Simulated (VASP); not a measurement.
Here is a VASP 6.6.1 calculation.

Contents of INCAR:

```
SYSTEM = Y
PREC = Accurate ; ENCUT = 520
EDIFF = 1E-7 ; ISMEAR = 0
SIGMA = 0.15 ; LREAL = .False.
LASPH = .True. ; NELM = 80
ALGO = Fast ; ISIF = 2
LWAVE = .False. ; LCHARG = .True.
GGA = PE ; LELF = .True.
LVHAR = .True. ; NBANDS = 18
```

KPOINTS

```
regular mesh
0
Gamma
  18 18 8
  0 0 0
```

The input POSCAR:

```
Y
1.0
    3.7427867180      0.0000000000      0.0000000000
   -1.8713933590      3.2413483788      0.0000000000
    0.0000000000      0.0000000000      5.4600300000
Y
2
Direct
    0.3333333333      0.6666666667      0.2500000000
    0.6666666667      0.3333333333      0.7500000000
```

Potentials or basis: VASP PAW PBE potentials, release 64 (Y_sv).

The run is started by

```sh
$ cat potpaw_PBE.64/Y_sv/POTCAR > POTCAR
$ mpirun -np 1 vasp_std > vasp.out
```

(1) Predict the pressure.

(2) Estimate the band gap on the k mesh.

Answers

(1) -0.4 GPa.

(2) zero (band 11 reaches 4.31 eV, above the bottom of band 12 at 2.37 eV).

Caveat: the cell differs from its parent crystal (strain +0.025 along x and y, -0.050 along z).
